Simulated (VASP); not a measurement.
# BN (P6_3/mmc) in VASP: notebook, part 2 of 3

VASP 6.6.1. Earlier steps stand in the parts before.

## Step 4: Single point, PBEsol (volume 10.693 Å^3 an atom, c/a of the conventional cell 2.9482)

INCAR

```
ALGO = Normal ; EDIFF = 1E-6
ENCUT = 520 ; GGA = PS
ISIF = 2 ; ISMEAR = 0
LASPH = True ; LCHARG = True
LELF = True ; LREAL = False
LVHAR = True ; LWAVE = False
NBANDS = 16 ; NELM = 100
PREC = Accurate ; SIGMA = 0.05
```

KPOINTS

```
k-points
0
Gamma
  12 12 4
```

POSCAR

```
BN
1.0
    2.5587272532      0.0000000000      0.0000000000
   -1.2793636266      2.2159228027      0.0000000000
    0.0000000000      0.0000000000      7.5436396880
B N
2 2
Direct
    0.3333333333      0.6666666667      0.2500000000
    0.6666666667      0.3333333333      0.7500000000
    0.3333333333      0.6666666667      0.7500000000
    0.6666666667      0.3333333333      0.2500000000
```

The run is started by

```sh
cat potpaw_PBE.64/B/POTCAR potpaw_PBE.64/N/POTCAR > POTCAR
mpirun -np 1 vasp_std > vasp.out
```

Wall time 41 s (1 thread of AMD EPYC 7R43 (Zen 3), shared host); peak memory 0.13 GiB.

The run converged. Its results:

```yaml
Free_energy: -36.4640 eV
Pressure: -12.4 GPa
Band_gap_on_the_k_mesh: 4.26 eV, indirect (least direct gap 4.45 eV)
```

Stress tensor (GPa, compression positive):
```
-18.34   0.00   0.00
  0.00 -18.34   0.00
  0.00   0.00  -0.46
```

Levels at points of the mesh, in eV from the valence-band top:
```tsv
k point	band 5	band 6	band 7	band 8	band 9	band 10	band 11	band 12
(0.00, 0.00, 0.00)	-1.38	-1.38	-1.37	-1.37	4.53	8.63	10.42	11.00
(0.50, 0.00, 0.00)	-4.03	-4.01	-1.11	-0.61	4.26	5.03	8.83	9.25
(0.00, 0.00, 0.50)	-1.38	-1.38	-1.38	-1.38	6.22	6.22	11.03	11.03
(0.50, 0.00, 0.50)	-4.02	-4.02	-0.86	-0.86	4.56	4.56	9.12	9.12
```

Caveat: the PAW data sets were made with another functional, which shifts forces and pressure a little; this functional lacks dispersion, which binds the layers, so the pressure and a relaxed spacing across them are unreliable. A k mesh can miss the band edges.

## Step 5: Single point, PBEsol (volume 10.693 Å^3 an atom, c/a of the conventional cell 2.8094)

INCAR

```
  PREC = Accurate
  ENCUT = 520
  EDIFF = 1E-6
  ISMEAR = 0
  SIGMA = 0.05
  LREAL = F
  LASPH = T
  NELM = 60
  ALGO = Normal
  ISIF = 2
  LWAVE = F
  LCHARG = T
  GGA = PS
  LELF = T
  LVHAR = T
  NBANDS = 16
```

KPOINTS

```
Automatic mesh
0
Gamma
  12 12 4
```

POSCAR

```
BN
1.0
    2.6001916434      0.0000000000      0.0000000000
   -1.3000958217      2.2518320178      0.0000000000
    0.0000000000      0.0000000000      7.3049661876
B N
2 2
Direct
    0.3333333333      0.6666666667      0.2500000000
    0.6666666667      0.3333333333      0.7500000000
    0.3333333333      0.6666666667      0.7500000000
    0.6666666667      0.3333333333      0.2500000000
```

The run is started by

```sh
cat potpaw_PBE.64/B/POTCAR potpaw_PBE.64/N/POTCAR > POTCAR
mpirun -np 1 vasp_std > vasp.out
```

It took 38 s on 1 thread of AMD EPYC 7R43 (Zen 3), shared host; peak memory 0.12 GiB.

Results (log left out):

```
Free energy            : -36.2553 eV
Pressure               : -20.8 GPa
Band gap on the k mesh : 4.12 eV, indirect (least direct gap 4.32 eV)
```

Stress tensor (GPa, compression positive):
```
-31.06   0.00   0.00
  0.00 -31.06   0.00
  0.00   0.00  -0.43
```

Levels at points of the mesh, in eV from the valence-band top:
| k point | band 6 | band 7 | band 8 | band 9 | band 10 | band 11 |
| --- | --- | --- | --- | --- | --- | --- |
| (0.00, 0.00, 0.00) | -1.43 | -1.41 | -1.41 | 4.60 | 8.84 | 9.94 |
| (0.50, 0.00, 0.00) | -3.93 | -1.14 | -0.51 | 4.12 | 5.01 | 8.39 |
| (0.00, 0.00, 0.50) | -1.42 | -1.42 | -1.42 | 6.40 | 6.40 | 10.65 |
| (0.50, 0.00, 0.50) | -3.94 | -0.82 | -0.82 | 4.46 | 4.46 | 8.67 |

Caveat: the PAW data sets were made with another functional, which shifts forces and pressure a little; this functional lacks dispersion, which binds the layers, so the pressure and a relaxed spacing across them are unreliable. A k mesh can miss the band edges.

## Step 6: Single point, PBEsol (volume 10.693 Å^3 an atom, c/a of the conventional cell 2.6771)

INCAR

```
ALGO = Normal ; EDIFF = 1E-6
ENCUT = 520 ; GGA = PS
ISIF = 2 ; ISMEAR = 0
LASPH = T ; LCHARG = F
LREAL = F ; LWAVE = F
NBANDS = 16 ; NELM = 80
PREC = Accurate ; SIGMA = 0.05
```

KPOINTS

```
k-points
0
Gamma
  12 12 4
```

POSCAR

```
BN
1.0
    2.6423364200      0.0000000000      0.0000000000
   -1.3211682100      2.2883304650      0.0000000000
    0.0000000000      0.0000000000      7.0737988300
B N
2 2
Direct
    0.3333333333      0.6666666667      0.2500000000
    0.6666666667      0.3333333333      0.7500000000
    0.3333333333      0.6666666667      0.7500000000
    0.6666666667      0.3333333333      0.2500000000
```

Potentials or basis: VASP PAW PBE potentials, release 64 (B, N).

The run is started by

```sh
cat potpaw_PBE.64/B/POTCAR potpaw_PBE.64/N/POTCAR > POTCAR
mpirun -np 1 vasp_std > vasp.out
```

OUTCAR:

```text
EDIFF = 1E-6
   ENCUT = 520
   GGA = PS
   ISIF = 2
   ISMEAR = 0
   LASPH = T
   LREAL = F
   NELM = 80
   PREC = Accurate

 ion  position               nearest neighbor table
   1  0.333  0.667  0.250-   4 1.53   4 1.53   4 1.53
   2  0.667  0.333  0.750-   3 1.53   3 1.53   3 1.53
   3  0.333  0.667  0.750-   2 1.53   2 1.53   2 1.53
   4  0.667  0.333  0.250-   1 1.53   1 1.53   1 1.53

  LATTYP: Found a hexagonal cell.
 ALAT       =     2.6423364200
 C/A-ratio  =     2.6771000000

  Lattice vectors:

 A1 = (   2.6423364200,   0.0000000000,   0.0000000000)
 A2 = (  -1.3211682100,   2.2883304650,   0.0000000000)
 A3 = (   0.0000000000,   0.0000000000,   7.0737988300)

Analysis of symmetry for initial positions (statically):
=====================================================================
 Subroutine PRICEL returns:
 Original cell was already a primitive cell.

 Routine SETGRP: Setting up the symmetry group for a
 hexagonal supercell.

 Subroutine GETGRP returns: Found 24 space group operations
 (whereof 12 operations were pure point group operations)
 out of a pool of 24 trial point group operations.

The static configuration has the point symmetry D_3d.
 The point group associated with its full space group is D_6h.

Analysis of symmetry for dynamics (positions and initial velocities):
=====================================================================
 Subroutine PRICEL returns:
 Original cell was already a primitive cell.

 Routine SETGRP: Setting up the symmetry group for a
 hexagonal supercell.

 Subroutine GETGRP returns: Found 24 space group operations
 (whereof 12 operations were pure point group operations)
 out of a pool of 24 trial point group operations.

The dynamic configuration has the point symmetry D_3d.
 The point group associated with its full space group is D_6h.

 Subroutine INISYM returns: Found 24 space group operations
 (whereof 12 operations are pure point group operations),
 and found     1 'primitive' translations

----------------------------------------------------------------------------------------

                                     Primitive cell

  volume of cell :      42.7720

  direct lattice vectors                    reciprocal lattice vectors
     2.642336420  0.000000000  0.000000000     0.378452945  0.218499910  0.000000000
    -1.321168210  2.288330465  0.000000000     0.000000000  0.436999819  0.000000000
     0.000000000  0.000000000  7.073798830     0.000000000  0.000000000  0.141366757

  length of vectors
     2.642336420  2.642336420  7.073798830     0.436999819  0.436999819  0.141366757

  position of ions in fractional coordinates (direct lattice)
     0.333333333  0.666666667  0.250000000
     0.666666667  0.333333333  0.750000000
     0.333333333  0.666666667  0.750000000
     0.666666667  0.333333333  0.250000000

  ion indices of the primitive-cell ions
   primitive index   ion index
                 1           1
                 2           2
                 3           3
                 4           4

----------------------------------------------------------------------------------------

 KPOINTS: k-points

Automatic generation of k-mesh.
 Grid dimensions read from file:
 generate k-points for:   12   12    4

 Generating k-lattice:

  Cartesian coordinates                     Fractional coordinates (reciprocal lattice)
     0.031537745  0.018208326  0.000000000     0.083333333  0.000000000  0.000000000
     0.000000000  0.036416652  0.000000000     0.000000000  0.083333333  0.000000000
     0.000000000  0.000000000  0.035341689     0.000000000  0.000000000  0.250000000

  Length of vectors
     0.036416652  0.036416652  0.035341689

  Shift w.r.t. Gamma in fractional coordinates (k-lattice)
     0.000000000  0.000000000  0.000000000

 Subroutine IBZKPT returns following result:
 ===========================================

 Found     57 irreducible k-points:

 Following reciprocal coordinates:
            Coordinates               Weight
  0.000000  0.000000  0.000000      1.000000
  0.083333  0.000000  0.000000      6.000000
  0.166667  0.000000  0.000000      6.000000
  0.250000  0.000000  0.000000      6.000000
  0.333333  0.000000  0.000000      6.000000
  0.416667  0.000000  0.000000      6.000000
[... 16 lines left out ...]
  0.250000  0.000000  0.250000     12.000000
  0.333333  0.000000  0.250000     12.000000
 [... further k-points ...]
   k-points           NKPTS =     57   k-points in BZ     NKDIM =     57   number of bands    NBANDS=     16
   number of dos      NEDOS =    301   number of ions     NIONS =      4
   total plane-waves  NPLWV =  21600
   dimension x,y,z NGX =    20 NGY =   20 NGZ =   54
   dimension x,y,z NGXF=    40 NGYF=   40 NGZF=  108
   ions per type =               2   2
   NGX,Y,Z   is equivalent  to a cutoff of  12.58, 12.58, 12.69 a.u.
   NGXF,Y,Z  is equivalent  to a cutoff of  25.17, 25.17, 25.38 a.u.
 SYSTEM =  unknown system
   PREC   = accura    normal or accurate (medium, high low for compatibility)
   ISTART =      0    job   : 0-new  1-cont  2-samecut
   ICHARG =      2    charge: 1-file 2-atom 10-const
   ISPIN  =      1    spin polarized calculation?
   LNONCOLLINEAR =      F non collinear calculations
   LSORBIT =      F    spin-orbit coupling
   LASPH  =      T    aspherical Exc in radial PAW
   ENCUT  =  520.0 eV  38.22 Ry    6.18 a.u.   4.91  4.91 13.15*2*pi/ulx,y,z
   NELM   =     80;   NELMIN=  2; NELMDL= -5     # of ELM steps
   EDIFF  = 0.1E-05   stopping-criterion for ELM
   LREAL  =      F    real-space projection
   EDIFFG = 0.1E-04   stopping-criterion for IOM
   NSW    =      0    number of steps for IOM
   IBRION =     -1    ionic relax: 0-MD 1-quasi-New 2-CG
   NFREE  =      0    steps in history (QN), initial steepest desc. (CG)
   ISIF   =      2    stress and relaxation
   ISYM   =      2    0-nonsym 1-usesym 2-fastsym
   POTIM  = 0.5000    time-step for ionic-motion
   TEBEG  =    0.0;   TEEND  =   0.0 temperature during run
   PSTRESS=    0.0 pullay stress
   NELECT =      16.0000    total number of electrons
   NUPDOWN=      -1.0000    fix difference up-down
   EMIN   =  10.00;   EMAX   =-10.00  energy-range for DOS
   EFERMI =   0.00;   METHOD = LEGACY
   ISMEAR =     0;   SIGMA  =   0.05  broadening in eV -4-tet -1-fermi 0-gaus
   EFERMI_NEDOS =   21; number of points for ismear=-14 and -15
   IALGO  =     38    algorithm
   IMIX   =      4    mixing-type and parameters
     AMIX     =   0.40;   BMIX     =  1.00
     AMIX_MAG =   1.60;   BMIX_MAG =  1.00
  volume/ion in A,a.u.               =      10.69        72.16
  Fermi-wavevector in a.u.,A,eV,Ry     =   1.179582  2.229088 18.931347  1.391415
  Thomas-Fermi vector in A             =   2.315891
   LORBIT       =      0    0 simple, 1 ext, 2 COOP (PROOUT), +10 PAW based schemes
   GGA     = PS    functional components
   LHFCALC =     F    Hartree Fock is set to
   AEXX    =    0.0000 exact exchange contribution
   IVDW    =     0    specifies the selected vdW correction
   LEPSILON=     F    determine dielectric tensor
   LRPA    =     F    only Hartree local field effects (RPA)
 non-spin polarized calculation
 Gauss-broadening in eV      SIGMA  =   0.05
  energy-cutoff  :      520.00
  volume of cell :       42.77
 maximum number of plane-waves:      1191
 NGX is ok and might be reduce to    20
   NGX =  9   NGY =  9   NGZ = 27

 number of electron      15.9999997 magnetization

 Free energy of the ion-electron system (eV)
  ---------------------------------------------------
  ext. energy  EPLUGINS =         0.00000000
  ---------------------------------------------------
  free energy    TOTEN  =       -35.94127271 eV

  energy without entropy =      -35.94127271  energy(sigma->0) =      -35.94127271

 E-fermi :   1.3885     XC(G=0):  -9.5646

 val. band max:        1.0756671872   @ k =   0.3333   0.3333   0.5000
 cond. band min:       5.0632673016   @ k =   0.5000   0.0000   0.0000
 fundamental gap:      3.9876001144
 Fermi energy:         1.3885069836

 k-point     1 :       0.0000    0.0000    0.0000
  band No.  band energies     occupation
      1     -15.7124      2.00000
      2     -15.5171      2.00000
      3      -4.2150      2.00000
      4      -2.5335      2.00000
      5      -0.3904      2.00000
      6      -0.3904      2.00000
[... 8 lines left out ...]
     15      11.3965      0.00000
     16      12.2299      0.00000
[... 420 lines left out ...]
  band No.  band energies     occupation
      1     -13.9651      2.00000
      2     -13.8676      2.00000
      3      -5.4657      2.00000
      4      -5.4270      2.00000
      5      -2.3239      2.00000
      6      -2.2925      2.00000
[... 8 lines left out ...]
     15      15.7941      0.00000
     16      17.2548      0.00000

 [... further k-points ...]
[... 5 lines left out ...]
  --------------------------------------------------------------------------------------
  -------------------------------------------------------------------------------------
  Total      -11.4093205    -11.4093205     -0.0876543      0.0000000     -0.0000000     -0.0000000
  in kB     -427.3766623   -427.3766622     -3.2834048      0.0000000     -0.0000000     -0.0000000
  external PRESSURE =    -286.0122431 kB  Pullay stress =       0.0000000 kB

 VOLUME and BASIS-vectors are now :
 -----------------------------------------------------------------------------
  energy-cutoff  :      520.00
  volume of cell :       42.77
      direct lattice vectors                 reciprocal lattice vectors
     2.642336420  0.000000000  0.000000000     0.378452945  0.218499910  0.000000000
    -1.321168210  2.288330465  0.000000000     0.000000000  0.436999819  0.000000000
     0.000000000  0.000000000  7.073798830     0.000000000  0.000000000  0.141366757

 POSITION                                       TOTAL-FORCE (eV/Angst)
 -----------------------------------------------------------------------------------
     -0.00000      1.52555      1.76845         0.000000      0.000000      0.000000
      1.32117      0.76278      5.30535         0.000000     -0.000000      0.000000
     -0.00000      1.52555      5.30535        -0.000000      0.000000      0.000000
      1.32117      0.76278      1.76845        -0.000000      0.000000      0.000000
 -----------------------------------------------------------------------------------
    total drift:                               -0.000000      0.000000      0.000000

  FREE ENERGIE OF THE ION-ELECTRON SYSTEM (eV)
  ---------------------------------------------------
  free  energy   TOTEN  =       -35.9412727059 eV

  energy  without entropy=      -35.9412727059  energy(sigma->0) =      -35.94127271
```

It took 35 s on 1 thread of AMD EPYC 7R43 (Zen 3), shared host; peak memory 0.12 GiB.

Results:

* Free energy: -35.9413 eV
* Pressure: -28.6 GPa
* Band gap on the k mesh: 3.99 eV, indirect (least direct gap 4.19 eV)

Caveat: the PAW data sets were made with another functional, which shifts forces and pressure a little; this functional lacks dispersion, which binds the layers, so the pressure and a relaxed spacing across them are unreliable. A k mesh can miss the band edges.

(Continued in part 3 of 3.)
